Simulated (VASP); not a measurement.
# B15HN16 (a cell with a defect) in VASP: single point with PBE

Aim: the single point of B15HN16 (a cell with a defect) with PBE.

Everything below comes from runs of VASP 6.6.1. Logs are shortened: lines on timing, memory, paths and dates and some standing lists are left out, and cuts for length are marked.

## Step 1: The cell of the first run

The cell holds a defect, 32 atoms: a = 6.277 Å, b = 6.277 Å, c = 6.277 Å, α = 109.47°, β = 109.47°, γ = 109.47°.

## Step 2: Single point, PBE, collinear spin

File INCAR:

```
PREC     = Accurate       # precision mode
ENCUT    = 520            # plane-wave cutoff, eV
EDIFF    = 1E-6           # SCF threshold, eV
ISMEAR   = 0              # smearing method
SIGMA    = 0.01           # smearing width, eV
LREAL    = Auto         
LASPH    = T              # aspherical terms in the spheres
NELM     = 200            # most SCF steps
ALGO     = Normal         # electronic algorithm
ISIF     = 2              # what is computed and relaxed
LWAVE    = F              # write WAVECAR
LCHARG   = F              # write CHGCAR
ISPIN    = 2              # spin polarisation
MAGMOM   = 0 0.01 0 0 0.01 0.01 0.02 0 0 0.16 0 0.01 0.01 0 0.01 0.01 0.06 0.07 0.05 0.06 0.28 0.35 0.07 0.04 0.31 0.04 0.01 0.06 0.05 0.09 0.01 0 # initial moments
LORBIT   = 11             # projections on sites
NUPDOWN  = 3.0            # fixed moment
GGA      = PE             # functional
NELECT   = 127.0        
NBANDS   = 89             # bands
GGA_COMPAT= F            
ISYM     = -1
```

File KPOINTS:

```
explicit points
1
Reciprocal
  0.25000000   0.25000000   0.25000000 1
```

File POSCAR:

```
B15HN16
1.0
   -3.6241103800      3.6241103800     -3.6241103800
    3.6241103800      3.6241103800      3.6241103800
    3.6241103800     -3.6241103800     -3.6241103800
B N H
15 16 1
Direct
   -0.0014018687     -0.0043636219     -0.0041603423
    0.0036962614      0.2504379051      0.7505687237
    0.0024338681      0.4990885482      0.4999060302
   -0.0038757993      0.7406007531      0.2427480743
    0.2516469365      0.0016593963      0.7499083331
    0.2521801775      0.4994758371      0.2465000849
    0.2516450594      0.7430784321     -0.0001495634
    0.5011599852      0.0023941225      0.5014544758
    0.5013481178      0.2508787910      0.2530478594
    0.4432701825      0.5009204115      0.0044604217
    0.5005776824      0.7496005877      0.7500253059
    0.7458478794     -0.0040974206      0.2455113773
    0.7534925202      0.2537162381     -0.0006339699
    0.7514409291      0.4977135036      0.7532401560
    0.7499651067      0.7476828392      0.5005265239
   -0.0172756217     -0.0189660098      0.2323520200
    0.0003140176      0.2446478489      0.0019890137
    0.0041559730      0.4993824159      0.7467699688
   -0.0005475941      0.7510188177      0.4992291303
    0.2497451827     -0.0005408737      0.0030472694
    0.2456236509      0.2441627264      0.7692555325
    0.2518568608      0.5266726205      0.5024734505
    0.2544312644      0.7574017224      0.2549428898
    0.5030189036      0.0044718331      0.7518751747
    0.5279209858      0.2519972271      0.5028310274
    0.5027814613      0.5008699662      0.2611842221
    0.4991705279      0.7550698176     -0.0009417010
    0.7501351120     -0.0034998740      0.4977876856
    0.7538845870      0.2499801028      0.2490871426
    0.7713648752      0.4972786190     -0.0012368646
    0.7503971969      0.7484322793      0.7493070505
    0.1466555546      0.1429158090      0.3972416924
```

Potentials or basis: VASP PAW PBE potentials, release 64 (B, N, H).

Launch:

```console
$ cat potpaw_PBE.64/B/POTCAR potpaw_PBE.64/N/POTCAR potpaw_PBE.64/H/POTCAR > POTCAR
$ mpirun -np 1 vasp_std > vasp.out
```

OUTCAR:

```text
PREC = Accurate
   ENCUT = 520
   EDIFF = 1E-6
   ISMEAR = 0
   LREAL = Auto
   LASPH = T
   NELM = 200
   ISIF = 2
   ISPIN = 2
   LORBIT = 11
   NUPDOWN = 3.0
   GGA = PE
   NELECT = 127.0
   ISYM = -1

 ion  position               nearest neighbor table
   1  0.999  0.996  0.996-  17 1.55  16 1.55  31 1.55  20 1.55
   2  0.004  0.250  0.751-  21 1.50  18 1.57  28 1.59  17 1.60
   3  0.002  0.499  0.500-  22 1.51  18 1.55  29 1.57  19 1.59
   4  0.996  0.741  0.243-  30 1.49  16 1.56  23 1.56  19 1.58
   5  0.252  0.002  0.750-  21 1.50  24 1.57  19 1.58  20 1.60
   6  0.252  0.499  0.247-  26 1.54  22 1.56  17 1.57  23 1.60
   7  0.252  0.743  1.000-  27 1.53  18 1.56  23 1.57  20 1.61
   8  0.501  0.002  0.501-  25 1.52  23 1.54  24 1.56  28 1.58
   9  0.501  0.251  0.253-  25 1.52  26 1.55  20 1.58  29 1.60
  10  0.443  0.501  0.004-  21 1.48  26 1.53  27 1.53
  11  0.501  0.750  0.750-  22 1.51  27 1.56  31 1.57  24 1.59
  12  0.746  0.996  0.246-  27 1.54  16 1.55  29 1.57  28 1.57
  13  0.753  0.254  0.999-  30 1.50  24 1.56  17 1.56  29 1.57
  14  0.751  0.498  0.753-  30 1.51  25 1.51  31 1.58  18 1.60
  15  0.750  0.748  0.501-  26 1.54  31 1.56  19 1.56  28 1.57
  16  0.983  0.981  0.232-  32 1.03  12 1.55   1 1.55   4 1.56
  17  0.000  0.245  0.002-   1 1.55  13 1.56   6 1.57   2 1.60
  18  0.004  0.499  0.747-   3 1.55   7 1.56   2 1.57  14 1.60
  19  0.999  0.751  0.499-  15 1.56   5 1.58   4 1.58   3 1.59
  20  0.250  0.999  0.003-   1 1.55   9 1.58   5 1.60   7 1.61
  21  0.246  0.244  0.769-  10 1.48   2 1.50   5 1.50
  22  0.252  0.527  0.502-   3 1.51  11 1.51   6 1.56
  23  0.254  0.757  0.255-   8 1.54   4 1.56   7 1.57   6 1.60
  24  0.503  0.004  0.752-  13 1.56   8 1.56   5 1.57  11 1.59
  25  0.528  0.252  0.503-  14 1.51   8 1.52   9 1.52
  26  0.503  0.501  0.261-  10 1.53  15 1.54   6 1.54   9 1.55
  27  0.499  0.755  0.999-  10 1.53   7 1.53  12 1.54  11 1.56
  28  0.750  0.997  0.498-  15 1.57  12 1.57   8 1.58   2 1.59
  29  0.754  0.250  0.249-   3 1.57  12 1.57  13 1.57   9 1.60
  30  0.771  0.497  0.999-   4 1.49  13 1.50  14 1.51
  31  0.750  0.748  0.749-   1 1.55  15 1.56  11 1.57  14 1.58
  32  0.147  0.143  0.397-  16 1.03

IMPORTANT INFORMATION: All symmetrisations will be switched off!
NOSYMM: (Re-)initialisation of all symmetry stuff for point group C_1.

----------------------------------------------------------------------------------------

                                     Primitive cell

  volume of cell :     190.3988

  direct lattice vectors                    reciprocal lattice vectors
    -3.624110380  3.624110380 -3.624110380     0.000000000  0.137964893 -0.137964893
[... 149 lines left out ...]
  free energy    TOTEN  =      -255.59887532 eV

  energy without entropy =     -255.59887532  energy(sigma->0) =     -255.59887532

 E-fermi :   7.0799     XC(G=0): -12.6833

 val. band max:       12.0065309110   @ k =   0.2500   0.2500   0.2500
 cond. band min:       7.7624359449   @ k =   0.2500   0.2500   0.2500
 fundamental gap:     -4.2440949661
 Fermi energy:        12.0963314957

 spin component 1

 k-point     1 :       0.2500    0.2500    0.2500
  band No.  band energies     occupation
      1     -12.0298      1.00000
      2     -11.9929      1.00000
      3     -11.8782      1.00000
      4     -11.4938      1.00000
      5      -9.2479      1.00000
      6      -9.0231      1.00000
[... 67 lines left out ...]
     74      15.0389      0.00000
     75      15.1403      0.00000
 Fermi energy:         7.0798882140

 spin component 2

 k-point     1 :       0.2500    0.2500    0.2500
  band No.  band energies     occupation
      1     -11.9235      1.00000
      2     -11.8545      1.00000
      3     -11.7418      1.00000
      4     -11.2866      1.00000
      5      -9.1566      1.00000
      6      -8.9220      1.00000
[... 67 lines left out ...]
     74      15.1553      0.00000
     75      15.2791      0.00000
 [bands above 75 left out]

------------------------ aborting loop because EDIFF is reached ----------------------------------------

  FORCE on cell =-STRESS in cart. coord.  units (eV):
  Direction    XX          YY          ZZ          XY          YZ          ZX
  --------------------------------------------------------------------------------------
  -------------------------------------------------------------------------------------
  Total       25.4453726     23.5259566     24.7281282     -1.4182840     -4.5351993      2.5953668
  in kB      214.1189749    197.9673791    208.0834716    -11.9346458    -38.1630182     21.8396201
  external PRESSURE =     206.7232752 kB  Pullay stress =       0.0000000 kB

 VOLUME and BASIS-vectors are now :
 -----------------------------------------------------------------------------
  energy-cutoff  :      520.00
  volume of cell :      190.40
      direct lattice vectors                 reciprocal lattice vectors
    -3.624110380  3.624110380 -3.624110380     0.000000000  0.137964893 -0.137964893
     3.624110380  3.624110380  3.624110380     0.137964893  0.137964893  0.000000000
     3.624110380 -3.624110380 -3.624110380     0.137964893  0.000000000 -0.137964893

 POSITION                                       TOTAL-FORCE (eV/Angst)
 -----------------------------------------------------------------------------------
      3.59830      3.61829     -3.61977        -0.011856     -0.010243      0.014165
      3.61436     -1.79913     -1.82592        -0.004306     -0.018800      0.007888
      3.61165      0.00586     -0.01178         0.000911     -0.003749      0.018254
     -0.04630      5.41434     -1.80579         0.026369     -0.001290     -0.012598
      1.81177     -1.79974     -3.62373        -0.010780     -0.009381     -0.008067
      1.78957      1.83074      0.00288         0.010785     -0.005144      0.004960
[... 24 lines left out ...]
      2.70845      2.71635     -2.72269        -0.006210     -0.005044     -0.007569
      1.42609     -0.39021     -1.45320         0.003590      0.002641     -0.003776
 -----------------------------------------------------------------------------------
    total drift:                                0.007627     -0.000266      0.004747

  FREE ENERGIE OF THE ION-ELECTRON SYSTEM (eV)
  ---------------------------------------------------
  free  energy   TOTEN  =      -255.5988753226 eV

  energy  without entropy=     -255.5988753226  energy(sigma->0) =     -255.59887532

 total charge

# of ion       s       p       d       tot
------------------------------------------
    1        0.687   1.410   0.000   2.098
    2        0.681   1.373   0.000   2.054
    3        0.688   1.404   0.000   2.092
    4        0.686   1.410   0.000   2.097
    5        0.681   1.383   0.000   2.064
    6        0.671   1.365   0.000   2.036
[... 24 lines left out ...]
   31        1.212   2.774   0.000   3.987
   32        0.624   0.099   0.000   0.723
--------------------------------------------------
tot         30.402  65.132   0.000  95.534

 magnetization (x)

# of ion       s       p       d       tot
------------------------------------------
    1        0.003   0.003   0.000   0.006
    2        0.003   0.008   0.000   0.011
    3        0.001  -0.003   0.000  -0.002
    4        0.000   0.001   0.000   0.001
    5        0.002   0.008   0.000   0.010
    6       -0.001   0.012   0.000   0.011
[... 24 lines left out ...]
   31        0.001   0.009   0.000   0.010
   32        0.000  -0.000   0.000  -0.000
--------------------------------------------------
tot          0.144   1.926   0.000   2.069
```

OSZICAR:

```text
N       E                     dE             d eps       ncg     rms          rms(c)
DAV:   1     0.542879211674E+03    0.54288E+03   -0.67638E+04   356   0.140E+03
DAV:   2    -0.231735112115E+03   -0.77461E+03   -0.74385E+03   430   0.326E+02
DAV:   3    -0.270881964822E+03   -0.39147E+02   -0.38798E+02   440   0.719E+01
DAV:   4    -0.271372284154E+03   -0.49032E+00   -0.48828E+00   440   0.803E+00
DAV:   5    -0.271380796513E+03   -0.85124E-02   -0.85055E-02   432   0.976E-01    0.272E+01
DAV:   6    -0.257012247507E+03    0.14369E+02   -0.41298E+01   416   0.203E+01    0.129E+01
DAV:   7    -0.255818179374E+03    0.11941E+01   -0.37818E+00   416   0.695E+00    0.781E+00
DAV:   8    -0.255581407781E+03    0.23677E+00   -0.10869E+00   424   0.411E+00    0.267E+00
DAV:   9    -0.255597536297E+03   -0.16129E-01   -0.21011E-01   424   0.220E+00    0.857E-01
DAV:  10    -0.255598535215E+03   -0.99892E-03   -0.10257E-01   416   0.100E+00    0.541E-01
DAV:  11    -0.255598328629E+03    0.20659E-03   -0.13352E-02   424   0.503E-01    0.236E-01
DAV:  12    -0.255598713375E+03   -0.38475E-03   -0.37463E-03   432   0.198E-01    0.106E-01
DAV:  13    -0.255598812802E+03   -0.99427E-04   -0.56627E-04   440   0.933E-02    0.467E-02
DAV:  14    -0.255598862441E+03   -0.49639E-04   -0.11306E-04   408   0.418E-02    0.232E-02
DAV:  15    -0.255598869497E+03   -0.70556E-05   -0.29310E-05   432   0.201E-02    0.143E-02
DAV:  16    -0.255598874331E+03   -0.48341E-05   -0.72593E-06   408   0.112E-02    0.763E-03
DAV:  17    -0.255598875323E+03   -0.99187E-06   -0.10632E-06   264   0.433E-03
   1 F= -.25559888E+03 E0= -.25559888E+03  d E =-.334656E-18  mag=     3.0000
```

Run time: 2 min. Hardware: 1 thread of Intel Xeon Platinum 8259CL at 2.50GHz (Skylake/Cascade Lake), shared host; peak memory 0.4 GiB.

What came out:

```
Free energy                                           : -255.5989 eV
Largest force                                         : 0.049 eV/Å
Net moment                                            : 3.00 μB per cell
Site moments                                          : B +0.01, -0.00, +0.00, +0.03, +0.29, -0.01 (each value once); N +0.02, +0.06, +0.07, +0.05, +0.32, +0.40, +0.04, +0.34, +0.01, +0.10 (each value once); H -0.00 μB
Valence electrons inside the program's atomic spheres : B 2.10, 2.05, 2.09, 2.06, 2.04, 2.12, 2.07, 2.08 (each value once); N 4.05, 3.98, 3.96, 3.95, 3.91, 3.97, 3.93, 4.01, 4.02, 3.99 (each value once); H 0.72
```

Forces on the atoms (eV/Å):
```
B   -0.012 -0.010  0.014
B   -0.004 -0.019  0.008
B    0.001 -0.004  0.018
B    0.026 -0.001 -0.013
B   -0.011 -0.009 -0.008
B    0.011 -0.005  0.005
B    0.021  0.009  0.000
B   -0.008 -0.008 -0.004
B   -0.021  0.004  0.001
B   -0.017  0.032 -0.006
B   -0.006  0.012 -0.014
B    0.010 -0.004  0.003
B   -0.006 -0.029 -0.006
B    0.018  0.014  0.029
B    0.016  0.002 -0.015
N    0.020  0.029 -0.034
N    0.002  0.012  0.002
N    0.007 -0.002 -0.003
N   -0.015  0.004 -0.001
N   -0.006 -0.007 -0.009
N   -0.016  0.012  0.004
N   -0.022 -0.005  0.003
N   -0.009 -0.006  0.005
N   -0.002  0.003  0.000
N    0.008 -0.012  0.009
N   -0.010 -0.004  0.005
N    0.003 -0.003  0.002
N    0.009  0.011  0.001
N    0.007  0.004  0.005
N    0.009 -0.015  0.011
N   -0.006 -0.005 -0.008
H    0.004  0.003 -0.004
```

Caveat: the cell carries a net charge on a neutralising background, which shifts energy and pressure; the cell is charged against a uniform background, so pressure and absolute levels hang on convention; the moment is held away from its start; the total moment is fixed, so each spin has its own Fermi level and the state may be an excited one.
